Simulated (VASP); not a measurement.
Wanted: the native input for a VASP 6.6.1 run.

```yaml
Task: single point
Functional: r2SCAN
Potentials_or_basis: VASP PAW PBE potentials, release 64 (Al, Ga_d, N)
Cutoff: 520 eV
k_mesh: 8 × 8 × 6
Occupations: gaussian, width 0.05 eV
Spin: no spin polarisation
Dipole_correction: no
Further_INCAR_settings: ALGO = Normal; EDIFF = 1e-07; NBANDS = 21
```

Crystal: AlGaN2.

```
Al Ga N
1.0
     3.10947    0.00000    0.00000
     0.00000    3.10947    0.00000
     0.00000    0.00000    4.42384
Al Ga N
1 1 2
Direct
  0.50000 0.50000 0.50000
  0.00000 0.00000 0.00000
  0.50000 0.00000 0.73826
  0.00000 0.50000 0.26174
```

This cell differs from its parent crystal: strain -0.0100 x Voigt [1, 1, 0, 0, 0, 0].

The input as run:

POSCAR

```
AlGaN2
1.0
    3.1094682782      0.0000000000      0.0000000000
    0.0000000000      3.1094682782      0.0000000000
    0.0000000000      0.0000000000      4.4238379400
Al Ga N
1 1 2
Direct
    0.5000000000      0.5000000000      0.5000000000
    0.0000000000      0.0000000000      0.0000000000
    0.5000000000      0.0000000000      0.7382648100
    0.0000000000      0.5000000000      0.2617351900
```

INCAR.step1

```
PREC = Accurate
ENCUT = 520
ISMEAR = 0
SIGMA = 0.05
LREAL = F
LASPH = T
NELM = 80
NBANDS = 21
GGA = PE
ALGO = Normal
EDIFF = 1E-4
LWAVE = T
LCHARG = F
```

INCAR.step2

```
PREC = Accurate
ENCUT = 520
EDIFF = 1E-7
ISMEAR = 0
SIGMA = 0.05
LREAL = F
LASPH = T
NELM = 80
ALGO = Normal
ISIF = 2
LWAVE = F
LCHARG = T
METAGGA = R2SCAN
LMIXTAU = T
LELF = T
LVHAR = T
NBANDS = 21
ISTART = 1
```

KPOINTS

```
regular mesh
0
Gamma
  8 8 6
```

Potentials or basis: VASP PAW PBE potentials, release 64 (Al, Ga_d, N).

Command:

```sh
$ cat potpaw_PBE.64/Al/POTCAR potpaw_PBE.64/Ga_d/POTCAR potpaw_PBE.64/N/POTCAR > POTCAR
$ cp INCAR.step1 INCAR
$ mpirun -np 1 vasp_std > vasp.out
$ cp INCAR.step2 INCAR
$ mpirun -np 1 vasp_std > vasp.out
```

Results of the run:

* Pressure: 4.3 GPa
* Largest force: 0.019 eV/Å
* Band gap on the k mesh: 3.50 eV, direct

Caveat: the cell differs from its parent crystal (strain -0.0100 x Voigt [1, 1, 0, 0, 0, 0]); the PAW data sets were made with another functional, which shifts forces and pressure a little.

Wall time 98 s on 1 thread of Intel Xeon 6975P-C, with other jobs on the host, peak memory 0.2 GiB.
